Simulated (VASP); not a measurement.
# GaP (R-3m) in VASP: further runs, part 2 of 2

VASP 6.6.1.

### Step 3. Single point, PBE (strained and its atoms moved)

File INCAR:

```
SYSTEM = GaP
ALGO = Normal
EDIFF = 1E-6
ENCUT = 520
GGA = PE
ISIF = 2
ISMEAR = 0
LASPH = .True.
LCHARG = .False.
LREAL = .False.
LWAVE = .False.
NBANDS = 26
NELM = 60
PREC = Accurate
SIGMA = 0.02
```

File KPOINTS:

```
k-points
0
Gamma
  9 9 9
  0 0 0
```

File POSCAR:

```
GaP
1.0
    1.8455923946      1.0655532658      6.6871421909
   -1.8455923946      1.0655532658      6.6871421909
    0.0000000000     -2.1311065316      6.6871421909
Ga P
2 2
Direct
    0.4318367373      0.4318367373      0.4318367373
    0.5681632627      0.5681632627      0.5681632627
    0.0547724246      0.0547724246      0.0547724246
    0.9452275754      0.9452275754      0.9452275754
```

Potentials or basis: VASP PAW PBE potentials, release 64 (Ga_d, P).

Command:

```sh
cat potpaw_PBE.64/Ga_d/POTCAR potpaw_PBE.64/P/POTCAR > POTCAR
mpirun -np 1 vasp_std > vasp.out
```

OUTCAR:

```text
SYSTEM = GaP
   EDIFF = 1E-6
   ENCUT = 520
   GGA = PE
   ISIF = 2
   ISMEAR = 0
   LASPH = .True.
   LREAL = .False.
   NELM = 60
   PREC = Accurate

 ion  position               nearest neighbor table
   1  0.432  0.432  0.432-   3 2.30   3 2.30   3 2.30   2 2.73
   2  0.568  0.568  0.568-   4 2.30   4 2.30   4 2.30   1 2.73
   3  0.055  0.055  0.055-   4 2.20   1 2.30   1 2.30   1 2.30
   4  0.945  0.945  0.945-   3 2.20   2 2.30   2 2.30   2 2.30

  LATTYP: Found a trigonal (rhomboedric) cell.
 ALAT       =     7.0185102216
 COS(alpha) =     0.8617033355

  Lattice vectors:

 A1 = (   1.8455923946,   1.0655532658,   6.6871421909)
 A2 = (  -1.8455923946,   1.0655532658,   6.6871421909)
 A3 = (   0.0000000000,  -2.1311065316,   6.6871421909)

Analysis of symmetry for initial positions (statically):
=====================================================================
 Subroutine PRICEL returns:
 Original cell was already a primitive cell.

 Routine SETGRP: Setting up the symmetry group for a
 trigonal (rhombohedral) supercell.

 Subroutine GETGRP returns: Found 12 space group operations
 (whereof 12 operations were pure point group operations)
 out of a pool of 12 trial point group operations.

The static configuration has the point symmetry D_3d.

Analysis of symmetry for dynamics (positions and initial velocities):
=====================================================================
 Subroutine PRICEL returns:
 Original cell was already a primitive cell.

 Routine SETGRP: Setting up the symmetry group for a
 trigonal (rhombohedral) supercell.

 Subroutine GETGRP returns: Found 12 space group operations
 (whereof 12 operations were pure point group operations)
 out of a pool of 12 trial point group operations.

The dynamic configuration has the point symmetry D_3d.

 Subroutine INISYM returns: Found 12 space group operations
 (whereof 12 operations are pure point group operations),
 and found     1 'primitive' translations

----------------------------------------------------------------------------------------

                                     Primitive cell

  volume of cell :      78.9047

  direct lattice vectors                    reciprocal lattice vectors
     1.845592395  1.065553266  6.687142191     0.270915724  0.156413266  0.049846904
    -1.845592395  1.065553266  6.687142191    -0.270915724  0.156413266  0.049846904
     0.000000000 -2.131106532  6.687142191     0.000000000 -0.312826532  0.049846904

  length of vectors
     7.018510222  7.018510222  7.018510222     0.316773031  0.316773031  0.316773031

  position of ions in fractional coordinates (direct lattice)
     0.431836737  0.431836737  0.431836737
     0.568163263  0.568163263  0.568163263
     0.054772425  0.054772425  0.054772425
     0.945227575  0.945227575  0.945227575

  ion indices of the primitive-cell ions
   primitive index   ion index
                 1           1
                 2           2
                 3           3
                 4           4

----------------------------------------------------------------------------------------

 KPOINTS: k-points

Automatic generation of k-mesh.
 Grid dimensions read from file:
 generate k-points for:    9    9    9

 Generating k-lattice:

  Cartesian coordinates                     Fractional coordinates (reciprocal lattice)
     0.030101747  0.017379252  0.005538545     0.111111111 -0.000000000  0.000000000
    -0.030101747  0.017379252  0.005538545    -0.000000000  0.111111111  0.000000000
     0.000000000 -0.034758504  0.005538545     0.000000000  0.000000000  0.111111111

  Length of vectors
     0.035197003  0.035197003  0.035197003

  Shift w.r.t. Gamma in fractional coordinates (k-lattice)
     0.000000000  0.000000000  0.000000000

 Subroutine IBZKPT returns following result:
 ===========================================

 Found     85 irreducible k-points:

 Following reciprocal coordinates:
            Coordinates               Weight
  0.000000  0.000000  0.000000      1.000000
  0.111111  0.000000  0.000000      6.000000
  0.222222  0.000000  0.000000      6.000000
  0.333333  0.000000  0.000000      6.000000
  0.444444  0.000000  0.000000      6.000000
  0.111111  0.111111  0.000000      6.000000
[... 16 lines left out ...]
 -0.333333  0.333333  0.000000      6.000000
  0.444444  0.444444  0.000000      6.000000
 [... further k-points ...]
   k-points           NKPTS =     85   k-points in BZ     NKDIM =     85   number of bands    NBANDS=     26
   number of dos      NEDOS =    301   number of ions     NIONS =      4
   total plane-waves  NPLWV = 157464
   dimension x,y,z NGX =    54 NGY =   54 NGZ =   54
   dimension x,y,z NGXF=   108 NGYF=  108 NGZF=  108
   ions per type =               2   2
   NGX,Y,Z   is equivalent  to a cutoff of  12.79, 12.79, 12.79 a.u.
   NGXF,Y,Z  is equivalent  to a cutoff of  25.58, 25.58, 25.58 a.u.
 SYSTEM =  GaP
   PREC   = accura    normal or accurate (medium, high low for compatibility)
   ISTART =      0    job   : 0-new  1-cont  2-samecut
   ICHARG =      2    charge: 1-file 2-atom 10-const
   ISPIN  =      1    spin polarized calculation?
   LNONCOLLINEAR =      F non collinear calculations
   LSORBIT =      F    spin-orbit coupling
   LASPH  =      T    aspherical Exc in radial PAW
   ENCUT  =  520.0 eV  38.22 Ry    6.18 a.u.  13.05 13.05 13.05*2*pi/ulx,y,z
   NELM   =     60;   NELMIN=  2; NELMDL= -5     # of ELM steps
   EDIFF  = 0.1E-05   stopping-criterion for ELM
   LREAL  =      F    real-space projection
[... 7 lines left out ...]
   TEBEG  =    0.0;   TEEND  =   0.0 temperature during run
   PSTRESS=    0.0 pullay stress
   NELECT =      36.0000    total number of electrons
   NUPDOWN=      -1.0000    fix difference up-down
   EMIN   =  10.00;   EMAX   =-10.00  energy-range for DOS
   EFERMI =   0.00;   METHOD = LEGACY
   ISMEAR =     0;   SIGMA  =   0.02  broadening in eV -4-tet -1-fermi 0-gaus
   EFERMI_NEDOS =   21; number of points for ismear=-14 and -15
   IALGO  =     38    algorithm
   IMIX   =      4    mixing-type and parameters
     AMIX     =   0.40;   BMIX     =  1.00
     AMIX_MAG =   1.60;   BMIX_MAG =  1.00
  volume/ion in A,a.u.               =      19.73       133.12
  Fermi-wavevector in a.u.,A,eV,Ry     =   1.260302  2.381626 21.610977  1.588362
  Thomas-Fermi vector in A             =   2.393819
   LORBIT       =      0    0 simple, 1 ext, 2 COOP (PROOUT), +10 PAW based schemes
   GGA     = PE    functional components
   LHFCALC =     F    Hartree Fock is set to
   AEXX    =    0.0000 exact exchange contribution
   IVDW    =     0    specifies the selected vdW correction
   LEPSILON=     F    determine dielectric tensor
   LRPA    =     F    only Hartree local field effects (RPA)
 non-spin polarized calculation
 Gauss-broadening in eV      SIGMA  =   0.02
  energy-cutoff  :      520.00
  volume of cell :       78.90
 maximum number of plane-waves:      2142
 NGX is ok and might be reduce to    54
   NGX = 27   NGY = 27   NGZ = 27

 number of electron      35.9999993 magnetization

 Free energy of the ion-electron system (eV)
  ---------------------------------------------------
  ext. energy  EPLUGINS =         0.00000000
  ---------------------------------------------------
  free energy    TOTEN  =       -17.32011476 eV

  energy without entropy =      -17.32011476  energy(sigma->0) =      -17.32011476

 E-fermi :   5.5066     XC(G=0):  -9.9621

 val. band max:        5.3693272797   @ k =   0.0000   0.0000   0.0000
 cond. band min:       6.0825575826   @ k =  -0.4444  -0.4444   0.1111
 fundamental gap:      0.7132303029
 Fermi energy:         5.5065745385

 k-point     1 :       0.0000    0.0000    0.0000
  band No.  band energies     occupation
      1      -9.5521      2.00000
      2      -9.5013      2.00000
      3      -9.5013      2.00000
      4      -9.4976      2.00000
      5      -9.4976      2.00000
      6      -9.3963      2.00000
[... 18 lines left out ...]
     25       9.8221      0.00000
     26      14.0542      0.00000
[... 644 lines left out ...]
      4      -9.4643      2.00000
      5      -9.4374      2.00000
      6      -9.4290      2.00000
[... 18 lines left out ...]
     25      13.8211      0.00000
     26      14.8737      0.00000

 [... further k-points ...]

------------------------ aborting loop because EDIFF is reached ----------------------------------------

  FORCE on cell =-STRESS in cart. coord.  units (eV):
  Direction    XX          YY          ZZ          XY          YZ          ZX
  --------------------------------------------------------------------------------------
  -------------------------------------------------------------------------------------
  Total        5.7885730      5.7885730     -1.5851984      0.0000000     -0.0000000      0.0000000
  in kB      117.5382805    117.5382805    -32.1878113      0.0000000     -0.0000000      0.0000000
  external PRESSURE =      67.6295832 kB  Pullay stress =       0.0000000 kB

 VOLUME and BASIS-vectors are now :
 -----------------------------------------------------------------------------
  energy-cutoff  :      520.00
  volume of cell :       78.90
      direct lattice vectors                 reciprocal lattice vectors
     1.845592395  1.065553266  6.687142191     0.270915724  0.156413266  0.049846904
    -1.845592395  1.065553266  6.687142191    -0.270915724  0.156413266  0.049846904
     0.000000000 -2.131106532  6.687142191     0.000000000 -0.312826532  0.049846904

 POSITION                                       TOTAL-FORCE (eV/Angst)
 -----------------------------------------------------------------------------------
      0.00000      0.00000      8.66326         0.000000     -0.000000      1.327522
      0.00000      0.00000     11.39817         0.000000      0.000000     -1.327522
      0.00000      0.00000      1.09881         0.000000      0.000000     -0.119114
      0.00000      0.00000     18.96261         0.000000     -0.000000      0.119114
 -----------------------------------------------------------------------------------
    total drift:                               -0.000000      0.000000      0.000000

  FREE ENERGIE OF THE ION-ELECTRON SYSTEM (eV)
  ---------------------------------------------------
  free  energy   TOTEN  =       -17.3201147580 eV

  energy  without entropy=      -17.3201147580  energy(sigma->0) =      -17.32011476
```

It took 3.7 min on 1 thread of Intel Xeon 6975P-C (Granite Rapids), shared host; peak memory 0.48 GiB.

What came out:

```
Free energy            : -17.3201 eV
Pressure               : 6.8 GPa
Largest force          : 1.328 eV/Å
Band gap on the k mesh : 0.71 eV, indirect (least direct gap 0.74 eV)
```

Forces on the atoms (eV/Å):
```
Ga   0.000  0.000  1.328
Ga   0.000  0.000 -1.328
P    0.000  0.000 -0.119
P    0.000  0.000  0.119
```

Levels at points of the mesh, in eV from the valence-band top:
```csv
k point,band 16,band 17,band 18,band 19,band 20,band 21
"(0.00, 0.00, 0.00)",-0.58,0.00,0.00,0.74,1.76,3.19
```

Caveat: the cell differs from its parent crystal (strained and its atoms moved); forces of over 1 eV/Å act on the atoms, so gaps and moduli don't describe the material at rest. A k mesh can miss the band edges.
